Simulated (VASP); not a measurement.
Here is a VASP 6.6.1 calculation.

INCAR

```
SYSTEM = ZnO
ALGO = Normal
EDIFF = 1E-6
ENCUT = 600
GGA = PE
GGA_COMPAT = .False.
ISIF = 2
ISMEAR = 0
LASPH = .True.
LCHARG = .False.
LREAL = .False.
LWAVE = .False.
NBANDS = 26
NELM = 120
PREC = Accurate
SIGMA = 0.01
```

KPOINTS

```
k-points
0
Gamma
  6 6 3
  0 0 0
```

File POSCAR:

```
ZnO
1.0
    3.2493080000      0.0000000000      0.0000000000
   -1.6246540000      2.8139830000      0.0000000000
    0.0000000000      0.0000000000      5.2057090000
Zn O
2 2
Direct
    0.3333333333      0.6666666667      0.5000000000
    0.6666666667      0.3333333333      0.0000000000
    0.6666666667      0.3333333333      0.3790100000
    0.3333333333      0.6666666667      0.8790100000
```

Potentials or basis: VASP PAW PBE potentials, release 64 (Zn, O).

Command:

```bash
$ cat potpaw_PBE.64/Zn/POTCAR potpaw_PBE.64/O/POTCAR > POTCAR
$ mpirun -np 1 vasp_std > vasp.out
```

Question: Predict the largest force.

Answer: 0.075 eV/Å.

Question: What does it give for the pressure?

Answer: 5.8 GPa.

Question: What does it give for the band gap on the k mesh?

Answer: 0.79 eV, direct.

Forces in eV/Å, atoms in the order of the input:
```
Zn   0.000  0.000 -0.075
Zn   0.000  0.000 -0.075
O    0.000  0.000  0.075
O    0.000  0.000  0.075
```

PBE gaps usually lie below the measured ones, often by a third to a half.
